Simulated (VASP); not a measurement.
Input of a VASP 6.6.1 run:

The input INCAR:

```
SYSTEM = H5C16F
PREC = Accurate
ENCUT = 520
EDIFF = 1E-6
ISMEAR = 0
SIGMA = 0.05
LREAL = Auto
LASPH = .TRUE.
NELM = 100
ALGO = Normal
ISIF = 2
LWAVE = .FALSE.
LCHARG = .FALSE.
GGA = PE
IVDW = 12
NBANDS = 55
```

The input KPOINTS:

```
Automatic mesh
0
G
  3 3 1
  0 0 0
```

Contents of POSCAR:

```
H5C16F
1.0
    5.0487420000      0.0000000000      0.0000000000
    2.5243710000      4.3723390000      0.0000000000
    0.0000000000      0.0000000000     16.6764260000
H C F
5 16 1
Direct
    0.1666667848      0.1666666285      0.0599648870
    0.6666667848      0.1666666285      0.0599648870
    0.1666666285      0.6666667429      0.0599648870
    0.6666666285      0.6666667429      0.0599648870
    0.0336056253      0.5080532411      0.3492230290
    0.1666667848      0.1666666285      0.1259262626
    0.6666667848      0.1666666285      0.1259262626
    0.1666666285      0.6666667429      0.1259262626
    0.6666666285      0.6666667429      0.1259262626
   -0.1666666285      0.3333332571      0.1568252694
    0.3333333715      0.3333332571      0.1568252694
   -0.1666667848      0.8333333715      0.1568252694
    0.3333332152      0.8333333715      0.1568252694
   -0.1684736781      0.3331582935      0.2565866931
    0.3312572540      0.3312391834      0.2518094704
   -0.1680276024      0.8339067488      0.2551114369
    0.3312876094      0.8352101701      0.2568170782
   -0.0007032195     -0.0013649445      0.2717718413
    0.5014116765     -0.0017288229      0.2731994253
    0.0003043412      0.4993915156      0.2837227833
    0.4917955110      0.5010203921      0.2773492354
    0.3094087398      0.5686169348      0.3927237767
```

Potentials or basis: VASP PAW PBE potentials, release 64 (H, C, F).

Run with:

```console
$ cat potpaw_PBE.64/H/POTCAR potpaw_PBE.64/C/POTCAR potpaw_PBE.64/F/POTCAR > POTCAR
$ mpirun -np 1 vasp_std > vasp.out
```

(1) Predict the band gap on the k mesh.

(2) Estimate the largest force.

Answers

(1) zero (bands 38 and 39 overlap by 0.03 eV).

(2) 2.162 eV/Å.

Caveat: the k points lie up to 0.48 Å⁻¹ apart.
